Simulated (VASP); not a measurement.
# BaS in VASP: a series of runs

BaS is run at these levels: PBEsol; tasks: electric field gradients.

Everything below comes from runs of VASP 6.6.1. Logs are shortened: lines on timing, memory, paths and dates and some standing lists are left out, and cuts for length are marked.

## (1) The cell of the first run

The structure is tetragonal, space group I4/mmm (No. 139). The conventional cell has a = 4.607 Å, b = 4.607 Å, c = 6.388 Å, α = 90.00°, β = 90.00°, γ = 90.00°. Ba (site symmetry 4/mmm) has 6 S at 3.19 to 3.26 Å within 4.2 Å. Within 4.2 Å of S (site symmetry 4/mmm) lie 6 Ba at 3.19 to 3.26 Å.

## (2) Electric field gradients, PBEsol (equal xx and yy strain of +2 %)

The input, INCAR:

```
SYSTEM = BaS
  PREC = Accurate
  ENCUT = 520
  EDIFF = 1E-8
  ISMEAR = -1
  SIGMA = 0.02
  LREAL = .FALSE.
  LASPH = .TRUE.
  NELM = 100
  ALGO = Normal
  ISIF = 2
  LWAVE = .FALSE.
  LCHARG = .FALSE.
  GGA = PS
  LEFG = .TRUE.
  NBANDS = 15
```

The input, KPOINTS:

```
regular mesh
0
G
  8 8 8
  0 0 0
```

The input, POSCAR:

```
BaS
1.0
    0.0000000000      3.2576250000      3.1937500000
    3.2576250000      0.0000000000      3.1937500000
    3.2576250000      3.2576250000      0.0000000000
Ba S
1 1
Direct
    0.0000000000      0.0000000000      0.0000000000
    0.5000000000      0.5000000000      0.5000000000
```

Potentials or basis: VASP PAW PBE potentials, release 64 (Ba_sv, S).

Launch:

```console
$ cat potpaw_PBE.64/Ba_sv/POTCAR potpaw_PBE.64/S/POTCAR > POTCAR
$ mpirun -np 1 vasp_std > vasp.out
```

OUTCAR:

```text
SYSTEM = BaS
   PREC = Accurate
   ENCUT = 520
   EDIFF = 1E-8
   ISMEAR = -1
   LREAL = .FALSE.
   LASPH = .TRUE.
   NELM = 100
   ISIF = 2
   GGA = PS

 ion  position               nearest neighbor table
   1  0.000  0.000  0.000-   2 3.19   2 3.19   2 3.26   2 3.26   2 3.26   2 3.26
   2  0.500  0.500  0.500-   1 3.19   1 3.19   1 3.26   1 3.26   1 3.26   1 3.26

  LATTYP: Found a body centered tetragonal cell.
 ALAT       =     4.6069774561
 C/A-ratio  =     1.3864838847

  Lattice vectors:

 A1 = (   0.0000000000,  -3.2576250000,  -3.1937500000)
 A2 = (   0.0000000000,   3.2576250000,  -3.1937500000)
 A3 = (   3.2576250000,   0.0000000000,   3.1937500000)

Analysis of symmetry for initial positions (statically):
=====================================================================
 Subroutine PRICEL returns:
 Original cell was already a primitive cell.

 Routine SETGRP: Setting up the symmetry group for a
 body centered tetragonal supercell.

 Subroutine GETGRP returns: Found 16 space group operations
 (whereof 16 operations were pure point group operations)
 out of a pool of 16 trial point group operations.

The static configuration has the point symmetry D_4h.

Analysis of symmetry for dynamics (positions and initial velocities):
=====================================================================
 Subroutine PRICEL returns:
 Original cell was already a primitive cell.

 Routine SETGRP: Setting up the symmetry group for a
 body centered tetragonal supercell.

 Subroutine GETGRP returns: Found 16 space group operations
 (whereof 16 operations were pure point group operations)
 out of a pool of 16 trial point group operations.

The dynamic configuration has the point symmetry D_4h.

 Subroutine INISYM returns: Found 16 space group operations
 (whereof 16 operations are pure point group operations),
 and found     1 'primitive' translations

----------------------------------------------------------------------------------------

                                     Primitive cell

  volume of cell :      67.7849

  direct lattice vectors                    reciprocal lattice vectors
     0.000000000  3.257625000  3.193750000    -0.153486052  0.153486052  0.156555773
     3.257625000  0.000000000  3.193750000     0.153486052 -0.153486052  0.156555773
     3.257625000  3.257625000  0.000000000     0.153486052  0.153486052 -0.156555773

  length of vectors
     4.562034601  4.562034601  4.606977456     0.267629681  0.267629681  0.267629681

  position of ions in fractional coordinates (direct lattice)
     0.000000000  0.000000000  0.000000000
     0.500000000  0.500000000  0.500000000

  ion indices of the primitive-cell ions
   primitive index   ion index
                 1           1
                 2           2

----------------------------------------------------------------------------------------

 KPOINTS: regular mesh

Automatic generation of k-mesh.
 Grid dimensions read from file:
 generate k-points for:    8    8    8

 Generating k-lattice:

  Cartesian coordinates                     Fractional coordinates (reciprocal lattice)
    -0.019185756  0.019185756  0.019569472     0.125000000  0.000000000  0.000000000
     0.019185756 -0.019185756  0.019569472     0.000000000  0.125000000  0.000000000
     0.019185756  0.019185756 -0.019569472     0.000000000  0.000000000  0.125000000

  Length of vectors
     0.033453710  0.033453710  0.033453710

  Shift w.r.t. Gamma in fractional coordinates (k-lattice)
     0.000000000  0.000000000  0.000000000

 Subroutine IBZKPT returns following result:
 ===========================================

 Found     59 irreducible k-points:

 Following reciprocal coordinates:
            Coordinates               Weight
  0.000000  0.000000  0.000000      1.000000
  0.125000  0.000000  0.000000      8.000000
  0.250000  0.000000  0.000000      8.000000
  0.375000  0.000000  0.000000      8.000000
  0.500000  0.000000  0.000000      4.000000
  0.125000  0.125000  0.000000      2.000000
[... 16 lines left out ...]
  0.250000  0.000000  0.125000     16.000000
  0.375000  0.000000  0.125000     16.000000
 [... further k-points ...]
   k-points           NKPTS =     59   k-points in BZ     NKDIM =     59   number of bands    NBANDS=     15
   number of dos      NEDOS =    301   number of ions     NIONS =      2
   total plane-waves  NPLWV =  46656
   dimension x,y,z NGX =    36 NGY =   36 NGZ =   36
   dimension x,y,z NGXF=    72 NGYF=   72 NGZF=   72
   ions per type =               1   1
   NGX,Y,Z   is equivalent  to a cutoff of  13.12, 13.12, 12.99 a.u.
   NGXF,Y,Z  is equivalent  to a cutoff of  26.24, 26.24, 25.98 a.u.
 SYSTEM =  BaS
   PREC   = accura    normal or accurate (medium, high low for compatibility)
   ISTART =      0    job   : 0-new  1-cont  2-samecut
   ICHARG =      2    charge: 1-file 2-atom 10-const
   ISPIN  =      1    spin polarized calculation?
   LNONCOLLINEAR =      F non collinear calculations
   LSORBIT =      F    spin-orbit coupling
   LASPH  =      T    aspherical Exc in radial PAW
   ENCUT  =  520.0 eV  38.22 Ry    6.18 a.u.   8.48  8.48  8.57*2*pi/ulx,y,z
   NELM   =    100;   NELMIN=  2; NELMDL= -5     # of ELM steps
   EDIFF  = 0.1E-07   stopping-criterion for ELM
   LREAL  =      F    real-space projection
   EDIFFG = 0.1E-06   stopping-criterion for IOM
   NSW    =      0    number of steps for IOM
   IBRION =     -1    ionic relax: 0-MD 1-quasi-New 2-CG
   NFREE  =      0    steps in history (QN), initial steepest desc. (CG)
   ISIF   =      2    stress and relaxation
   ISYM   =      2    0-nonsym 1-usesym 2-fastsym
   POTIM  = 0.5000    time-step for ionic-motion
   TEBEG  =    0.0;   TEEND  =   0.0 temperature during run
   PSTRESS=    0.0 pullay stress
   NELECT =      16.0000    total number of electrons
   NUPDOWN=      -1.0000    fix difference up-down
   EMIN   =  10.00;   EMAX   =-10.00  energy-range for DOS
   EFERMI =   0.00;   METHOD = LEGACY
   ISMEAR =    -1;   SIGMA  =   0.02  broadening in eV -4-tet -1-fermi 0-gaus
   EFERMI_NEDOS =   21; number of points for ismear=-14 and -15
   IALGO  =     38    algorithm
   IMIX   =      4    mixing-type and parameters
     AMIX     =   0.40;   BMIX     =  1.00
     AMIX_MAG =   1.60;   BMIX_MAG =  1.00
  volume/ion in A,a.u.               =      33.89       228.72
  Fermi-wavevector in a.u.,A,eV,Ry     =   1.011744  1.911918 13.927265  1.023625
  Thomas-Fermi vector in A             =   2.144811
   LORBIT       =      0    0 simple, 1 ext, 2 COOP (PROOUT), +10 PAW based schemes
   GGA     = PS    functional components
   LHFCALC =     F    Hartree Fock is set to
   AEXX    =    0.0000 exact exchange contribution
   IVDW    =     0    specifies the selected vdW correction
   LEPSILON=     F    determine dielectric tensor
   LRPA    =     F    only Hartree local field effects (RPA)
 non-spin polarized calculation
  energy-cutoff  :      520.00
  volume of cell :       67.78
 maximum number of plane-waves:      1842
 NGX is ok and might be reduce to    36
   NGX = 17   NGY = 17   NGZ = 17

 number of electron      16.0000001 magnetization

 Free energy of the ion-electron system (eV)
  ---------------------------------------------------
  ext. energy  EPLUGINS =         0.00000000
  ---------------------------------------------------
  free energy    TOTEN  =       -10.69247635 eV

  energy without entropy =      -10.69247635  energy(sigma->0) =      -10.69247635

 E-fermi :   1.5940     XC(G=0):  -8.6579

 val. band max:        1.1814762516   @ k =   0.0000   0.0000   0.0000
 cond. band min:       3.1815797165   @ k =   0.5000   0.5000   0.0000
 fundamental gap:      2.0001034648
 Fermi energy:         1.5939516194

 k-point     1 :       0.0000    0.0000    0.0000
  band No.  band energies     occupation
      1     -25.0186      2.00000
      2     -10.0651      2.00000
      3     -10.0644      2.00000
      4     -10.0644      2.00000
      5      -9.1515      2.00000
      6       1.1225      2.00000
      7       1.1225      2.00000
      8       1.1815      2.00000
      9       4.3522      0.00000
     10       4.8775      0.00000
     11       4.8775      0.00000
     12       5.0124      0.00000
     13       5.7747      0.00000
     14       5.9057      0.00000
     15       9.5906      0.00000

 k-point     2 :       0.1250    0.0000    0.0000
  band No.  band energies     occupation
      1     -25.0132      2.00000
      2     -10.3120      2.00000
      3     -10.0710      2.00000
      4     -10.0689      2.00000
      5      -8.8903      2.00000
      6       0.7271      2.00000
      7       0.9286      2.00000
      8       0.9594      2.00000
      9       4.8052      0.00000
     10       5.0466      0.00000
     11       5.1094      0.00000
     12       5.1993      0.00000
     13       6.1969      0.00000
     14       6.3498      0.00000
     15      10.2002      0.00000

 k-point     3 :       0.2500    0.0000    0.0000
  band No.  band energies     occupation
      1     -25.0000      2.00000
      2     -10.6925      2.00000
      3     -10.0867      2.00000
      4     -10.0787      2.00000
      5      -8.4747      2.00000
      6      -0.0010      2.00000
      7       0.5426      2.00000
      8       0.5520      2.00000
      9       5.0959      0.00000
     10       5.7546      0.00000
     11       5.7997      0.00000
     12       6.1390      0.00000
     13       7.2590      0.00000
     14       7.4569      0.00000
     15      11.3885      0.00000
[... 343 lines left out ...]
 k-point    23 :       0.2500    0.0000    0.1250
  band No.  band energies     occupation
      1     -25.0012      2.00000
      2     -10.5714      2.00000
      3     -10.1109      2.00000
      4     -10.1013      2.00000
      5      -8.6077      2.00000
      6       0.0006      2.00000
      7       0.7682      2.00000
      8       0.8636      2.00000
      9       4.4474      0.00000
     10       5.5618      0.00000
     11       5.9998      0.00000
     12       6.1123      0.00000
     13       6.5613      0.00000
     14       7.9050      0.00000
     15      11.4222      0.00000

 k-point    24 :       0.3750    0.0000    0.1250
  band No.  band energies     occupation
      1     -24.9880      2.00000
      2     -10.8400      2.00000
      3     -10.1253      2.00000
      4     -10.1201      2.00000
      5      -8.3323      2.00000
      6      -0.3452      2.00000
      7       0.3469      2.00000
      8       0.4971      2.00000
      9       4.8638      0.00000
     10       6.6331      0.00000
     11       6.7134      0.00000
     12       6.9265      0.00000
     13       7.6840      0.00000
     14       8.8742      0.00000
     15      10.8490      0.00000

 [... further k-points ...]

------------------------ aborting loop because EDIFF is reached ----------------------------------------

  FORCE on cell =-STRESS in cart. coord.  units (eV):
  Direction    XX          YY          ZZ          XY          YZ          ZX
  --------------------------------------------------------------------------------------
  -------------------------------------------------------------------------------------
  Total       -1.0665658     -1.0665658     -0.4868140      0.0000000     -0.0000000      0.0000000
  in kB      -25.2095540    -25.2095540    -11.5064276      0.0000000     -0.0000000      0.0000000
  external PRESSURE =     -20.6418452 kB  Pullay stress =       0.0000000 kB

 VOLUME and BASIS-vectors are now :
 -----------------------------------------------------------------------------
  energy-cutoff  :      520.00
  volume of cell :       67.78
      direct lattice vectors                 reciprocal lattice vectors
     0.000000000  3.257625000  3.193750000    -0.153486052  0.153486052  0.156555773
     3.257625000  0.000000000  3.193750000     0.153486052 -0.153486052  0.156555773
     3.257625000  3.257625000  0.000000000     0.153486052  0.153486052 -0.156555773

 POSITION                                       TOTAL-FORCE (eV/Angst)
 -----------------------------------------------------------------------------------
      0.00000      0.00000      0.00000         0.000000     -0.000000     -0.000000
      3.25762      3.25762      3.19375         0.000000      0.000000      0.000000
 -----------------------------------------------------------------------------------
    total drift:                                0.000000      0.000000      0.000000

  FREE ENERGIE OF THE ION-ELECTRON SYSTEM (eV)
  ---------------------------------------------------
  free  energy   TOTEN  =       -10.6924763481 eV

  energy  without entropy=      -10.6924763481  energy(sigma->0) =      -10.69247635

 Electric field gradients (V/A^2)
---------------------------------------------------------------------
 ion       V_xx      V_yy      V_zz      V_xy      V_xz      V_yz
---------------------------------------------------------------------
   1      12.384    12.384   -24.768     0.000     0.000     0.000
   2       3.526     3.526    -7.051     0.000     0.000     0.000
---------------------------------------------------------------------

 Electric field gradients after diagonalization (V/A^2)
 (convention: |V_zz| > |V_xx| > |V_yy|)
----------------------------------------------------------------------
 ion       V_xx      V_yy      V_zz     asymmetry (V_yy - V_xx)/ V_zz
----------------------------------------------------------------------
   1      12.384    12.384   -24.768       0.000
   2       3.526     3.525    -7.051       0.000
----------------------------------------------------------------------

           NMR quadrupolar parameters

 Cq : quadrupolar parameter    Cq=e*Q*V_zz/h
 eta: asymmetry parameters     (V_yy - V_xx)/ V_zz
 Q  : nuclear electric quadrupole moment in mb (millibarn)
----------------------------------------------------------------------
 ion       Cq(MHz)       eta       Q (mb)
----------------------------------------------------------------------
   1      -0.060       0.000       1.000
   2      -0.017       0.000       1.000
----------------------------------------------------------------------
```

It took 40 s on 1 thread of Intel Xeon Platinum 8488C (Sapphire Rapids), shared host; peak memory 0.23 GiB.

Results:

| Quantity | Value |
| --- | --- |
| Free energy | -10.6925 eV |
| Pressure | -2.1 GPa |
| Band gap on the k mesh | 2.00 eV (least direct gap 2.17 eV) |
| Largest electric field gradient by atom | Ba -24.8; S -7.1 V/Å² |

Electric field gradients, principal values (V/Å²):
```
atom   least  middle  greatest (by size)
1 Ba  12.384  12.384             -24.768
 2 S   3.525   3.526              -7.051
```

Caveat: the cell differs from its parent crystal (equal xx and yy strain of +2 %); without QUAD_EFG the Cq values of the log hold for a quadrupole moment of 1 mb, not for the nuclei; the PAW data sets were made with another functional, which shifts forces and pressure a little; spin-orbit coupling is left out, which moves the levels of the heavy elements.

[end of part 1 of 3]
